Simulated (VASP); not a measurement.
Set up this calculation in VASP 6.6.1, as the native input.

```yaml
Task: single point
Functional: PBE
Dispersion: D3(BJ)
Potentials_or_basis: VASP PAW PBE potentials, release 64 (Mo_sv, S)
Cutoff: 520 eV
k_mesh: 12 × 12 × 4
Occupations: gaussian, width 0.05 eV
Spin: no spin polarisation
Dipole_correction: no
Further_INCAR_settings: ALGO = Normal; EDIFF = 1e-06; NBANDS = 35
```

The structure of MoS2 lies in POSCAR:

```
MoS2
1.0
    3.0234000000      0.0000000000      0.0000000000
   -1.5117000000      2.6183412058      0.0000000000
    0.0000000000      0.0000000000     12.0957854159
Mo S
2 4
Direct
    0.6666666667      0.3333333333      0.2501439769
    0.3333333333      0.6666666667      0.7498560231
    0.3333333333      0.6666666667      0.3795985159
    0.6666666667      0.3333333333      0.8793132861
    0.3333333333      0.6666666667      0.1206867139
    0.6666666667      0.3333333333      0.6204014841
```

One way to write it, as run:

INCAR

```
PREC     = Accurate       # precision mode
ENCUT    = 520            # plane-wave cutoff, eV
EDIFF    = 1E-6           # SCF threshold, eV
ISMEAR   = 0              # smearing method
SIGMA    = 0.05           # smearing width, eV
LREAL    = F              # projectors in reciprocal space
LASPH    = T              # aspherical terms in the spheres
NELM     = 60             # most SCF steps
ALGO     = Normal         # electronic algorithm
ISIF     = 2              # what is computed and relaxed
LWAVE    = F              # write WAVECAR
LCHARG   = T              # write CHGCAR
GGA      = PE             # functional
IVDW     = 12             # dispersion correction
LELF     = T              # ELF
LVHAR    = T            
NBANDS   = 35             # bands
```

KPOINTS

```
regular mesh
0
Gamma
  12 12 4
```

Potentials or basis: VASP PAW PBE potentials, release 64 (Mo_sv, S).

Command:

```sh
$ cat potpaw_PBE.64/Mo_sv/POTCAR potpaw_PBE.64/S/POTCAR > POTCAR
$ mpirun -np 1 vasp_std > vasp.out
```

It gave:

```json
{
  "Pressure": "14.4 GPa",
  "Largest force": "0.922 eV/Å",
  "Band gap on the k mesh": "0.89 eV (least direct gap 2.14 eV)",
  "Dispersion energy per atom": "-0.475 eV"
}
```

Caveat: the stress differs along the axes, from 10 to 17 GPa.

Run time: 110 s on 1 thread of Intel(R) Xeon(R) 6975P-C (Granite Rapids), with other jobs on the host, peak memory 0.34 GiB.
